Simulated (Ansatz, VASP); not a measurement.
**RbBr: VASP beside Ansatz**

```xyz
2
Lattice="4.1643 0.0000 0.0000 0.0000 4.1643 0.0000 0.0000 0.0000 4.1152" Properties=species:S:1:pos:R:3 pbc="T T T"
Rb    0.0000    0.0000    0.0000
Br    2.0821    2.0821    2.0576
```

Change from the starting cell: epitaxial_xy strain +0.9%.

Alike in both runs: task single point; functional HSE06; k mesh 4 × 4 × 4; no spin polarisation.

|  | VASP | Ansatz |
| --- | --- | --- |
| version | VASP 6.6.1 | Ansatz 0.2.0 |
| potentials or method | VASP PAW PBE potentials, release 64 (Rb_sv, Br) | plane waves, PAW |
| plane-wave cutoff (eV) | 520 | 420 |
| occupations | gaussian, width 0.01 eV | fixed |
| valence electrons in the cell | 16 | 16 |

|  | VASP | Ansatz | Ansatz less VASP |
| --- | --- | --- | --- |
| gap on the k mesh at the Fermi level (eV) | 5.17 | 5.17 | -0.001 |
| pressure (GPa) | 0.2 | 0.2 | 0.00 |
| traceless stress, the component that is largest in VASP (GPa) | 0.24 | 0.24 | 0.000 |

Ansatz's warnings: stress exchange threshold loose, stress scf threshold loose.
